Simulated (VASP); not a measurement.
# Br (Fm-3m) in VASP: notebook

Br is run at these levels: LDA; tasks: single point.

Everything below comes from runs of VASP 6.6.1. Logs are shortened: lines on timing, memory, paths and dates and some standing lists are left out, and cuts for length are marked.

## 1. The cell of the first run

It takes space group Fm-3m (No. 225, cubic). Conventional cell: a = 3.405 Å, b = 3.405 Å, c = 3.405 Å, α = 90.00°, β = 90.00°, γ = 90.00°. Within 3.2 Å of Br (site symmetry m-3m) lie 12 Br at 2.41 Å.

## 2. Single point, LDA (volume scaled by 0.43)

File INCAR:

```
ALGO = Normal
EDIFF = 1E-6
ENCUT = 520
ISIF = 2
ISMEAR = -1
LASPH = True
LCHARG = False
LREAL = False
LWAVE = False
NBANDS = 10
NELM = 80
PREC = Accurate
SIGMA = 0.1
```

File KPOINTS:

```
k-points
0
Gamma
  14 14 14
```

File POSCAR:

```
Br
1.0
    0.0000000000      1.7024101122      1.7024101122
    1.7024101122      0.0000000000      1.7024101122
    1.7024101122      1.7024101122      0.0000000000
Br
1
Direct
    0.0000000000      0.0000000000      0.0000000000
```

Potentials or basis: VASP PAW LDA potentials, release 64 (Br).

Run with:

```sh
$ cat potpaw_LDA.64/Br/POTCAR > POTCAR
$ mpirun -np 1 vasp_std > vasp.out
```

OUTCAR:

```text
EDIFF = 1E-6
   ENCUT = 520
   ISIF = 2
   ISMEAR = -1
   LASPH = True
   LREAL = False
   NELM = 80
   PREC = Accurate

 ion  position               nearest neighbor table
   1  0.000  0.000  0.000-

  LATTYP: Found a face centered cubic cell.
 ALAT       =     3.4048202244

  Lattice vectors:

 A1 = (   0.0000000000,   1.7024101122,   1.7024101122)
 A2 = (   1.7024101122,   0.0000000000,   1.7024101122)
 A3 = (   1.7024101122,   1.7024101122,   0.0000000000)

Analysis of symmetry for initial positions (statically):
=====================================================================
 Subroutine PRICEL returns:
 Original cell was already a primitive cell.

 Routine SETGRP: Setting up the symmetry group for a
 face centered cubic supercell.

 Subroutine GETGRP returns: Found 48 space group operations
 (whereof 48 operations were pure point group operations)
 out of a pool of 48 trial point group operations.

The static configuration has the point symmetry O_h .

Analysis of symmetry for dynamics (positions and initial velocities):
=====================================================================
 Subroutine PRICEL returns:
 Original cell was already a primitive cell.

 Routine SETGRP: Setting up the symmetry group for a
 face centered cubic supercell.

 Subroutine GETGRP returns: Found 48 space group operations
 (whereof 48 operations were pure point group operations)
 out of a pool of 48 trial point group operations.

The dynamic configuration has the point symmetry O_h .

 Subroutine INISYM returns: Found 48 space group operations
 (whereof 48 operations are pure point group operations),
 and found     1 'primitive' translations

----------------------------------------------------------------------------------------

                                     Primitive cell

  volume of cell :       9.8679

  direct lattice vectors                    reciprocal lattice vectors
     0.000000000  1.702410112  1.702410112    -0.293701263  0.293701263  0.293701263
     1.702410112  0.000000000  1.702410112     0.293701263 -0.293701263  0.293701263
     1.702410112  1.702410112  0.000000000     0.293701263  0.293701263 -0.293701263

  length of vectors
     2.407571469  2.407571469  2.407571469     0.508705510  0.508705510  0.508705510

  position of ions in fractional coordinates (direct lattice)
     0.000000000  0.000000000  0.000000000

  ion indices of the primitive-cell ions
   primitive index   ion index
                 1           1

----------------------------------------------------------------------------------------

 KPOINTS: k-points

Automatic generation of k-mesh.
 Grid dimensions read from file:
 generate k-points for:   14   14   14

 Generating k-lattice:

  Cartesian coordinates                     Fractional coordinates (reciprocal lattice)
    -0.020978662  0.020978662  0.020978662     0.071428571  0.000000000  0.000000000
     0.020978662 -0.020978662  0.020978662     0.000000000  0.071428571  0.000000000
     0.020978662  0.020978662 -0.020978662     0.000000000  0.000000000  0.071428571

  Length of vectors
     0.036336108  0.036336108  0.036336108

  Shift w.r.t. Gamma in fractional coordinates (k-lattice)
     0.000000000  0.000000000  0.000000000

 Subroutine IBZKPT returns following result:
 ===========================================

 Found    104 irreducible k-points:

 Following reciprocal coordinates:
            Coordinates               Weight
  0.000000  0.000000  0.000000      1.000000
  0.071429  0.000000  0.000000      8.000000
  0.142857  0.000000  0.000000      8.000000
  0.214286  0.000000  0.000000      8.000000
  0.285714  0.000000  0.000000      8.000000
  0.357143  0.000000  0.000000      8.000000
[... 16 lines left out ...]
  0.214286  0.142857  0.000000     24.000000
  0.285714  0.142857  0.000000     24.000000
 [... further k-points ...]
   k-points           NKPTS =    104   k-points in BZ     NKDIM =    104   number of bands    NBANDS=     10
   number of dos      NEDOS =    301   number of ions     NIONS =      1
   total plane-waves  NPLWV =   5832
   dimension x,y,z NGX =    18 NGY =   18 NGZ =   18
   dimension x,y,z NGXF=    36 NGYF=   36 NGZF=   36
   ions per type =               1
   NGX,Y,Z   is equivalent  to a cutoff of  12.43, 12.43, 12.43 a.u.
   NGXF,Y,Z  is equivalent  to a cutoff of  24.86, 24.86, 24.86 a.u.
 SYSTEM =  unknown system
   PREC   = accura    normal or accurate (medium, high low for compatibility)
   ISTART =      0    job   : 0-new  1-cont  2-samecut
   ICHARG =      2    charge: 1-file 2-atom 10-const
   ISPIN  =      1    spin polarized calculation?
   LNONCOLLINEAR =      F non collinear calculations
   LSORBIT =      F    spin-orbit coupling
   LASPH  =      T    aspherical Exc in radial PAW
   ENCUT  =  520.0 eV  38.22 Ry    6.18 a.u.   4.48  4.48  4.48*2*pi/ulx,y,z
   NELM   =     80;   NELMIN=  2; NELMDL= -5     # of ELM steps
   EDIFF  = 0.1E-05   stopping-criterion for ELM
   LREAL  =      F    real-space projection
   EDIFFG = 0.1E-04   stopping-criterion for IOM
   NSW    =      0    number of steps for IOM
   IBRION =     -1    ionic relax: 0-MD 1-quasi-New 2-CG
   NFREE  =      0    steps in history (QN), initial steepest desc. (CG)
   ISIF   =      2    stress and relaxation
   ISYM   =      2    0-nonsym 1-usesym 2-fastsym
   POTIM  = 0.5000    time-step for ionic-motion
   TEBEG  =    0.0;   TEEND  =   0.0 temperature during run
   PSTRESS=    0.0 pullay stress
   NELECT =       7.0000    total number of electrons
   NUPDOWN=      -1.0000    fix difference up-down
   EMIN   =  10.00;   EMAX   =-10.00  energy-range for DOS
   EFERMI =   0.00;   METHOD = LEGACY
   ISMEAR =    -1;   SIGMA  =   0.10  broadening in eV -4-tet -1-fermi 0-gaus
   EFERMI_NEDOS =   21; number of points for ismear=-14 and -15
   IALGO  =     38    algorithm
   IMIX   =      4    mixing-type and parameters
     AMIX     =   0.40;   BMIX     =  1.00
     AMIX_MAG =   1.60;   BMIX_MAG =  1.00
  volume/ion in A,a.u.               =       9.87        66.59
  Fermi-wavevector in a.u.,A,eV,Ry     =   1.460046  2.759088 29.004022  2.131735
  Thomas-Fermi vector in A             =   2.576542
   LORBIT       =      0    0 simple, 1 ext, 2 COOP (PROOUT), +10 PAW based schemes
   GGA     = CA    functional components
   LHFCALC =     F    Hartree Fock is set to
   AEXX    =    0.0000 exact exchange contribution
   IVDW    =     0    specifies the selected vdW correction
   LEPSILON=     F    determine dielectric tensor
   LRPA    =     F    only Hartree local field effects (RPA)
 non-spin polarized calculation
  energy-cutoff  :      520.00
  volume of cell :        9.87
 maximum number of plane-waves:       283
 NGX is ok and might be reduce to    18
   NGX =  9   NGY =  9   NGZ =  9

 number of electron       7.0000002 magnetization

 Free energy of the ion-electron system (eV)
  ---------------------------------------------------
  ext. energy  EPLUGINS =         0.00000000
  ---------------------------------------------------
  free energy    TOTEN  =         3.80713101 eV

  energy without entropy =        3.82027972  energy(sigma->0) =        3.81370536

 E-fermi :  18.8315     XC(G=0): -14.4569

 val. band max:       18.8271437356   @ k =  -0.2857   0.2143   0.0714
 cond. band min:      18.8914516725   @ k =  -0.4286   0.0714   0.0000
 fundamental gap:      0.0643079369
 Fermi energy:        18.8315492655

 k-point     1 :       0.0000    0.0000    0.0000
  band No.  band energies     occupation
      1      -9.1995      2.00000
      2      23.7251      0.00000
      3      23.7251      0.00000
      4      23.7251      0.00000
      5      30.9641      0.00000
      6      30.9641      0.00000
      7      30.9641      0.00000
      8      34.5548      0.00000
      9      39.3026      0.00000
     10      40.7730      0.00000

 k-point     2 :       0.0714    0.0000    0.0000
  band No.  band energies     occupation
      1      -9.0053      2.00000
      2      21.9578      0.00000
      3      23.4213      0.00000
      4      23.4213      0.00000
      5      30.5051      0.00000
      6      31.4771      0.00000
      7      31.4771      0.00000
      8      36.5996      0.00000
      9      39.2048      0.00000
     10      39.2174      0.00000

 k-point     3 :       0.1429    0.0000    0.0000
  band No.  band energies     occupation
      1      -8.4236      2.00000
      2      18.3380      1.98573
      3      22.7381      0.00000
      4      22.7381      0.00000
      5      29.9904      0.00000
      6      32.5371      0.00000
      7      32.5371      0.00000
      8      37.3603      0.00000
      9      37.3603      0.00000
     10      39.1930      0.00000

 k-point     4 :       0.2143    0.0000    0.0000
  band No.  band energies     occupation
      1      -7.4577      2.00000
      2      14.3886      2.00000
      3      22.0035      0.00000
      4      22.0035      0.00000
      5      29.6096      0.00000
      6      32.6162      0.00000
      7      32.6162      0.00000
      8      37.4333      0.00000
      9      37.4333      0.00000
     10      37.6103      0.00000

 k-point     5 :       0.2857    0.0000    0.0000
  band No.  band energies     occupation
      1      -6.1170      2.00000
      2      10.5722      2.00000
      3      21.3849      0.00000
      4      21.3849      0.00000
      5      29.3946      0.00000
      6      31.4827      0.00000
      7      31.4827      0.00000
      8      35.8829      0.00000
      9      39.6065      0.00000
     10      39.6065      0.00000

 k-point     6 :       0.3571    0.0000    0.0000
  band No.  band energies     occupation
      1      -4.4289      2.00000
      2       7.0616      2.00000
      3      20.9403      0.00000
      4      20.9403      0.00000
      5      29.3583      0.00000
      6      30.3591      0.00000
      7      30.3591      0.00000
      8      34.4180      0.00000
      9      42.6197      0.00000
     10      42.6197      0.00000

 k-point     7 :       0.4286    0.0000    0.0000
  band No.  band energies     occupation
      1      -2.5067      2.00000
      2       4.0290      2.00000
      3      20.6790      0.00000
      4      20.6790      0.00000
      5      29.4461      0.00000
      6      29.6193      0.00000
      7      29.6193      0.00000
      8      33.3992      0.00000
      9      46.0402      0.00000
     10      46.0402      0.00000

 k-point     8 :       0.5000    0.0000    0.0000
  band No.  band energies     occupation
      1      -1.2096      2.00000
      2       2.3593      2.00000
      3      20.5936      0.00000
      4      20.5936      0.00000
      5      29.3641      0.00000
      6      29.3641      0.00000
      7      29.5115      0.00000
      8      33.0194      0.00000
      9      48.7812      0.00000
     10      48.7812      0.00000

 k-point     9 :       0.0714    0.0714    0.0000
  band No.  band energies     occupation
      1      -8.9406      2.00000
      2      22.5737      0.00000
      3      22.5737      0.00000
      4      22.9583      0.00000
      5      29.1068      0.00000
      6      32.4614      0.00000
      7      32.4614      0.00000
      8      36.7204      0.00000
      9      36.9181      0.00000
     10      40.5524      0.00000
[... 118 lines left out ...]
 k-point    19 :      -0.2143    0.0714    0.0000
  band No.  band energies     occupation
      1      -6.8802      2.00000
      2      13.2277      2.00000
      3      19.3525      0.01087
      4      22.7047      0.00000
      5      30.3584      0.00000
      6      31.6905      0.00000
      7      32.2725      0.00000
      8      36.0275      0.00000
      9      37.3145      0.00000
     10      40.4827      0.00000

 k-point    20 :      -0.1429    0.0714    0.0000
  band No.  band energies     occupation
      1      -7.9719      2.00000
      2      17.1171      2.00000
      3      20.0883      0.00001
      4      23.4208      0.00000
      5      30.3704      0.00000
      6      32.0815      0.00000
      7      33.5133      0.00000
      8      35.1972      0.00000
      9      36.4333      0.00000
     10      41.3615      0.00000

 k-point    21 :      -0.0714    0.0714    0.0000
  band No.  band energies     occupation
      1      -8.6819      2.00000
      2      20.5994      0.00000
      3      21.3036      0.00000
      4      23.7535      0.00000
      5      30.2592      0.00000
      6      31.4281      0.00000
      7      32.9767      0.00000
      8      36.7915      0.00000
      9      37.6624      0.00000
     10      38.8595      0.00000

 k-point    22 :       0.1429    0.1429    0.0000
  band No.  band energies     occupation
      1      -8.1645      2.00000
      2      20.4453      0.00000
      3      20.4453      0.00000
      4      20.9882      0.00000
      5      26.6026      0.00000
      6      31.6795      0.00000
      7      35.5842      0.00000
      8      35.5842      0.00000
      9      40.9398      0.00000
     10      41.6501      0.00000

 k-point    23 :       0.2143    0.1429    0.0000
  band No.  band energies     occupation
      1      -7.4550      2.00000
      2      17.3266      2.00000
      3      19.4748      0.00321
      4      20.6829      0.00000
      5      26.4239      0.00000
      6      29.8003      0.00000
      7      36.4104      0.00000
      8      36.9227      0.00000
      9      41.3767      0.00000
     10      43.1714      0.00000

 k-point    24 :       0.2857    0.1429    0.0000
  band No.  band energies     occupation
      1      -6.3647      2.00000
      2      13.5816      2.00000
      3      18.7825      1.24066
      4      19.7583      0.00019
      5      26.5117      0.00000
      6      29.8678      0.00000
      7      36.4572      0.00000
      8      36.4804      0.00000
      9      41.9156      0.00000
     10      42.5539      0.00000

 [... further k-points ...]
[... 5 lines left out ...]
  --------------------------------------------------------------------------------------
  -------------------------------------------------------------------------------------
  Total       17.8331737     17.8331737     17.8331737      0.0000000     -0.0000000      0.0000000
  in kB     2895.4539012   2895.4539012   2895.4539012      0.0000000     -0.0000000      0.0000000
  external PRESSURE =    2895.4539012 kB  Pullay stress =       0.0000000 kB

 VOLUME and BASIS-vectors are now :
 -----------------------------------------------------------------------------
  energy-cutoff  :      520.00
  volume of cell :        9.87
      direct lattice vectors                 reciprocal lattice vectors
     0.000000000  1.702410112  1.702410112    -0.293701263  0.293701263  0.293701263
     1.702410112  0.000000000  1.702410112     0.293701263 -0.293701263  0.293701263
     1.702410112  1.702410112  0.000000000     0.293701263  0.293701263 -0.293701263

 POSITION                                       TOTAL-FORCE (eV/Angst)
 -----------------------------------------------------------------------------------
      0.00000      0.00000      0.00000         0.000000      0.000000     -0.000000
 -----------------------------------------------------------------------------------
    total drift:                                0.000000      0.000000      0.000000

  FREE ENERGIE OF THE ION-ELECTRON SYSTEM (eV)
  ---------------------------------------------------
  free  energy   TOTEN  =         3.8071310055 eV

  energy  without entropy=        3.8202797158  energy(sigma->0) =        3.81370536
```

Run time: 4.9 s. Hardware: 1 thread of Intel Xeon 6975P-C, shared host; peak memory 0.12 GiB.

Results:

```yaml
Free_energy: 3.8071 eV
Pressure: 289.5 GPa
```

Levels at points of the mesh, in eV from the Fermi level:
```csv
k point,band 2,band 3,band 4,band 5,band 6,band 7
"(0.00, 0.00, 0.00)",4.89,4.89,4.89,12.13,12.13,12.13
"(0.50, 0.00, 0.00)",-16.47,1.76,1.76,10.53,10.53,10.68
"(0.50, 0.50, 0.00)",-14.69,-4.43,-4.43,1.78,2.26,30.98
```

Caveat: an odd number of electrons without spin polarisation forces a metal; a magnetic or distorted state may lie lower.

(Part 1 of 2 ends here.)
